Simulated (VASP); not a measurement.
# SnO2 (P4_2/mnm) in VASP: further runs, part 2 of 2

VASP 6.6.1.

## (4) Relaxation of cell and atoms, SVWN5

This run uses another cell than the first one, of 11.92 Å³/atom.

Contents of INCAR:

```
SYSTEM = SnO2
PREC = Accurate
ENCUT = 600
EDIFF = 1E-6
ISMEAR = -1
SIGMA = 0.05
LREAL = .FALSE.
LASPH = .TRUE.
NELM = 60
ALGO = Normal
ISIF = 3
LWAVE = .FALSE.
LCHARG = .FALSE.
GGA = VW
IBRION = 2
NSW = 60
EDIFFG = -0.01
```

Contents of KPOINTS:

```
regular mesh
0
G
  6 6 8
  0 0 0
```

Contents of POSCAR:

```
SnO2
1.0
    4.7380000000      0.0000000000      0.0000000000
    0.0000000000      4.7380000000      0.0000000000
    0.0000000000      0.0000000000      3.1865000000
Sn O
2 4
Direct
    0.5000000000      0.5000000000      0.5000000000
    0.0000000000      0.0000000000      0.0000000000
    0.8071000000      0.1929000000      0.5000000000
    0.6929000000      0.6929000000      0.0000000000
    0.1929000000      0.8071000000      0.5000000000
    0.3071000000      0.3071000000      0.0000000000
```

Potentials or basis: VASP PAW PBE potentials, release 64 (Sn_d, O).

Started as:

```sh
cat potpaw_PBE.64/Sn_d/POTCAR potpaw_PBE.64/O/POTCAR > POTCAR
mpirun -np 1 vasp_std > vasp.out
```

OUTCAR:

```text
SYSTEM = SnO2
   PREC = Accurate
   ENCUT = 600
   EDIFF = 1E-6
   ISMEAR = -1
   LREAL = .FALSE.
   LASPH = .TRUE.
   NELM = 60
   ISIF = 3
   GGA = VW
   IBRION = 2
   NSW = 60
   EDIFFG = -0.01

 ion  position               nearest neighbor table
   1  0.500  0.500  0.500-   4 2.05   6 2.05   4 2.05   6 2.05   5 2.06   3 2.06   2 3.71   2 3.71
                             2 3.71   2 3.71   2 3.71   2 3.71   2 3.71   2 3.71
   2  0.000  0.000  0.000-   3 2.05   5 2.05   3 2.05   5 2.05   4 2.06   6 2.06   1 3.71   1 3.71
                             1 3.71   1 3.71   1 3.71   1 3.71   1 3.71   1 3.71
   3  0.807  0.193  0.500-   2 2.05   2 2.05   1 2.06
   4  0.693  0.693  0.000-   1 2.05   1 2.05   2 2.06
   5  0.193  0.807  0.500-   2 2.05   2 2.05   1 2.06
   6  0.307  0.307  0.000-   1 2.05   1 2.05   2 2.06

  LATTYP: Found a simple tetragonal cell.
 ALAT       =     4.7380000000
 C/A-ratio  =     0.6725411566
[... 358 lines left out ...]
  free energy    TOTEN  =       -42.27793395 eV

  energy without entropy =      -42.27793381  energy(sigma->0) =      -42.27793388

 E-fermi :   6.3819     XC(G=0): -11.8132

 val. band max:        5.8105523915   @ k =   0.0000   0.0000   0.0000
 cond. band min:       6.9329624100   @ k =   0.0000   0.0000   0.0000
 fundamental gap:      1.1224100185
 Fermi energy:         6.3818569763

 k-point     1 :       0.0000    0.0000    0.0000
  band No.  band energies     occupation
      1     -15.1615      2.00000
      2     -14.3774      2.00000
      3     -14.1018      2.00000
      4     -14.0831      2.00000
      5     -14.0831      2.00000
      6     -14.0091      2.00000
[... 805 lines left out ...]
     30      14.3201      0.00000
     31      15.1271      0.00000

 [... further k-points ...]

------------------------ aborting loop because EDIFF is reached ----------------------------------------

  FORCE on cell =-STRESS in cart. coord.  units (eV):
  Direction    XX          YY          ZZ          XY          YZ          ZX
  --------------------------------------------------------------------------------------
  -------------------------------------------------------------------------------------
  Total       -0.0153443     -0.0153443      0.0326593     -0.0000000      0.0000000      0.0000000
  in kB       -0.3445214     -0.3445214      0.7332897     -0.0000000      0.0000000      0.0000000
  external PRESSURE =       0.0147490 kB  Pullay stress =       0.0000000 kB
[... 21 lines left out ...]
  FREE ENERGIE OF THE ION-ELECTRON SYSTEM (eV)
  ---------------------------------------------------
  free  energy   TOTEN  =       -42.2779339535 eV

  energy  without entropy=      -42.2779338082  energy(sigma->0) =      -42.27793388

 reached required accuracy - stopping structural energy minimisation
```

OSZICAR:

```text
N       E                     dE             d eps       ncg     rms          rms(c)
DAV:   1     0.690678446275E+03    0.69068E+03   -0.28478E+04  3324   0.285E+03
[... 39 lines left out ...]
       N       E                     dE             d eps       ncg     rms          rms(c)
DAV:   1    -0.422795902675E+02   -0.18432E-02   -0.42027E-02  3948   0.333E+00    0.273E-01
DAV:   2    -0.422782317765E+02    0.13585E-02   -0.40225E-03  4249   0.757E-01    0.964E-02
DAV:   3    -0.422779679857E+02    0.26379E-03   -0.53232E-04  4591   0.547E-01    0.288E-02
DAV:   4    -0.422779345916E+02    0.33394E-04   -0.98113E-05  4532   0.230E-01    0.594E-03
DAV:   5    -0.422779346049E+02   -0.13267E-07   -0.29443E-05  4041   0.487E-02    0.294E-03
DAV:   6    -0.422779339535E+02    0.65136E-06   -0.89824E-07  1872   0.110E-02
   5 F= -.42277934E+02 E0= -.42277934E+02  d E =-.136170E-03
```

CONTCAR:

```text
SnO2
   1.00000000000000
     4.7266534619898843   -0.0000000000000000    0.0000000000000000
     0.0000000000000000    4.7266534619898843    0.0000000000000000
     0.0000000000000000    0.0000000000000000    3.1939973150117975
  Sn              O
     2     4
Direct
     0.5000000000000000    0.5000000000000000    0.5000000000000000
     0.0000000000000000    0.0000000000000000    0.0000000000000000
     0.8060106664461504    0.1939893335538496    0.5000000000000000
     0.6939893335538496    0.6939893335538496    0.0000000000000000
     0.1939893335538496    0.8060106664461504    0.5000000000000000
     0.3060106664461504    0.3060106664461504    0.0000000000000000

  0.00000000E+00  0.00000000E+00  0.00000000E+00
  0.00000000E+00  0.00000000E+00  0.00000000E+00
  0.00000000E+00  0.00000000E+00  0.00000000E+00
  0.00000000E+00  0.00000000E+00  0.00000000E+00
  0.00000000E+00  0.00000000E+00  0.00000000E+00
  0.00000000E+00  0.00000000E+00  0.00000000E+00
```

Wall time 6.7 min (1 thread of Intel Xeon 8259CL, shared host); peak memory 0.25 GiB.

Results:

* Free energy: -42.2779 eV
* Relaxed volume: 11.89 Å³/atom
* Relaxed cell: a = 4.727 Å, b = 4.727 Å, c = 3.194 Å, α = 90.00°, β = 90.00°, γ = 90.00°
* Space group after relaxing (to 0.1 Å): P4_2/mnm (No. 136)
* Energy gained by relaxing: 0.6 meV/atom
* Ionic steps: 5
* Pressure after relaxing: 0.0 GPa
* Largest force after relaxing: 0.007 eV/Å
* Band gap on the k mesh: 1.12 eV

Forces in eV/Å, atoms in the order of the input:
```
Sn   0.000  0.000  0.000
Sn   0.000  0.000  0.000
O    0.005 -0.005  0.000
O   -0.005 -0.005  0.000
O   -0.005  0.005  0.000
O    0.005  0.005  0.000
```

Step by step:
```csv
step,energy change (eV),largest force (eV/Å),pressure (GPa),volume (Å³)
1,0.0000,0.1720,-0.08,71.53
2,-0.0033,0.0353,-0.37,71.47
3,-0.0034,0.0078,-0.35,71.48
4,-0.0034,0.0046,0.42,71.21
5,-0.0036,0.0066,0.00,71.36
```

Final structure:
```
CELL_PARAMETERS angstrom
4.72665 0.00000 0.00000
0.00000 4.72665 0.00000
0.00000 0.00000 3.19400
ATOMIC_POSITIONS crystal
Sn 0.50000 0.50000 0.50000
Sn 0.00000 0.00000 0.00000
O 0.80601 0.19399 0.50000
O 0.69399 0.69399 0.00000
O 0.19399 0.80601 0.50000
O 0.30601 0.30601 0.00000
```

Levels at points of the mesh, in eV from the valence-band top:
```tsv
k point	band 24	band 25	band 26	band 27	band 28	band 29
(0.00, 0.00, 0.00)	-0.80	-0.80	0.00	1.12	5.91	6.06
(0.50, 0.00, 0.00)	-1.24	-0.65	-0.65	4.30	4.30	6.82
(0.50, 0.50, 0.00)	-1.36	-0.91	-0.91	4.68	4.68	7.30
(0.00, 0.00, 0.50)	-1.72	-1.28	-1.28	6.00	6.00	9.53
(0.50, 0.00, 0.50)	-1.13	-0.72	-0.72	6.28	6.28	7.88
(0.50, 0.50, 0.50)	-0.98	-0.84	-0.84	4.66	4.66	8.64
```

Caveat: the PAW data sets were made with another functional, which shifts forces and pressure a little; spin-orbit coupling is left out, which moves the levels of the heavy elements.

## (5) Relaxation of cell and atoms, PBEsol+D4

This run uses another cell than the first one, of 11.92 Å³/atom.

Contents of INCAR:

```
  ALGO = Normal
  EDIFF = 1E-6
  EDIFFG = -0.01
  ENCUT = 600
  GGA = PS
  IBRION = 2
  ISIF = 3
  ISMEAR = -1
  IVDW = 13
  LASPH = T
  LCHARG = F
  LREAL = F
  LWAVE = F
  NELM = 60
  NSW = 60
  PREC = Accurate
  SIGMA = 0.05
```

Contents of KPOINTS:

```
k-points
0
Gamma
  6 6 8
```

POSCAR is that of step 4.

Started as:

```sh
cat potpaw_PBE.64/Sn_d/POTCAR potpaw_PBE.64/O/POTCAR > POTCAR
mpirun -np 1 vasp_std > vasp.out
```

Run time: 8.7 min. Hardware: 1 thread of Intel Xeon Platinum 8259CL at 2.50GHz (Skylake/Cascade Lake), shared host; peak memory 0.27 GiB.

The run converged. Its results:

| Quantity | Value |
| --- | --- |
| Free energy | -40.5824 eV |
| Relaxed volume | 12.08 Å³/atom |
| Relaxed cell | a = 4.752 Å, b = 4.752 Å, c = 3.209 Å, α = 90.00°, β = 90.00°, γ = 90.00° |
| Space group after relaxing (to 0.1 Å) | P4_2/mnm (No. 136) |
| Energy gained by relaxing | 2.3 meV/atom |
| Ionic steps | 5 |
| Pressure after relaxing | 0.1 GPa |
| Largest force after relaxing | 0.006 eV/Å |
| Band gap on the k mesh | 0.99 eV |
| Dispersion energy per atom | -0.152 eV |

Forces in eV/Å, atoms in the order of the input:
```
Sn   0.000  0.000  0.000
Sn   0.000  0.000  0.000
O   -0.004  0.004  0.000
O    0.004  0.004  0.000
O    0.004 -0.004  0.000
O   -0.004 -0.004  0.000
```

Stress tensor (GPa, compression positive):
```
0.02 0.00 0.00
0.00 0.02 0.00
0.00 0.00 0.10
```

Step by step:
```tsv
step	energy change (eV)	largest force (eV/Å)	pressure (GPa)	volume (Å³)
1	0.0000	0.2246	3.22	71.53
2	0.0103	0.1618	-4.35	74.04
3	-0.0135	0.0471	-0.19	72.59
4	-0.0135	0.0506	-0.08	72.57
5	-0.0138	0.0060	0.05	72.48
```

Final structure:
```
Sn O
1.0
     4.75233    0.00000    0.00000
     0.00000    4.75233    0.00000
     0.00000    0.00000    3.20913
Sn O
2 4
Direct
  0.50000 0.50000 0.50000
  0.00000 0.00000 0.00000
  0.80612 0.19388 0.50000
  0.69388 0.69388 0.00000
  0.19388 0.80612 0.50000
  0.30612 0.30612 0.00000
```

Levels at points of the mesh, in eV from the valence-band top:
| k point | band 24 | band 25 | band 26 | band 27 | band 28 | band 29 |
| --- | --- | --- | --- | --- | --- | --- |
| (0.00, 0.00, 0.00) | -0.78 | -0.78 | 0.00 | 0.99 | 5.90 | 6.06 |
| (0.50, 0.00, 0.00) | -1.23 | -0.64 | -0.64 | 4.21 | 4.21 | 6.83 |
| (0.50, 0.50, 0.00) | -1.35 | -0.90 | -0.90 | 4.61 | 4.61 | 7.28 |
| (0.00, 0.00, 0.50) | -1.67 | -1.26 | -1.26 | 5.96 | 5.96 | 9.50 |
| (0.50, 0.00, 0.50) | -1.10 | -0.72 | -0.72 | 6.24 | 6.24 | 7.81 |
| (0.50, 0.50, 0.50) | -0.96 | -0.83 | -0.83 | 4.62 | 4.62 | 8.66 |

Caveat: the PAW data sets were made with another functional, which shifts forces and pressure a little; spin-orbit coupling is left out, which moves the levels of the heavy elements.

## (6) Overview

```tsv
task	level	potentials or basis	cell	cutoff (eV)	gap on the mesh (eV)	pressure (GPa)	relaxed volume (Å³/atom)	largest force (eV/Å)
single point	r2SCAN	VASP PAW PBE potentials, release 64 (Sn_d, O)	a = 4.760, b = 4.760, c = 3.201 Å, 6 atoms, atomic positions A	520	1.79	1.1	-	0.03
relaxation of cell and atoms	LDA	VASP PAW LDA potentials, release 64 (Sn_d, O)	relaxed from a = 4.738, b = 4.738, c = 3.187 Å, 6 atoms, atomic positions B	600	1.15	0.0	11.90	0.01
relaxation of cell and atoms	SVWN5	VASP PAW PBE potentials, release 64 (Sn_d, O)	relaxed from a = 4.738, b = 4.738, c = 3.187 Å, 6 atoms, atomic positions B	600	1.12	0.0	11.89	0.01
relaxation of cell and atoms	PBEsol+D4	VASP PAW PBE potentials, release 64 (Sn_d, O)	relaxed from a = 4.738, b = 4.738, c = 3.187 Å, 6 atoms, atomic positions B	600	0.99	0.1	12.08	0.01
```

Alike in all rows: no spin polarisation; k mesh 6 × 6 × 8; smearing fermi-dirac 0.05 eV.

Caveats: spin-orbit coupling is left out, which moves the levels of the heavy elements; the PAW data sets were made with another functional, which shifts forces and pressure a little (at least some runs).

Total energies depend on the potentials used, so only differences within one code and one set of settings carry meaning.
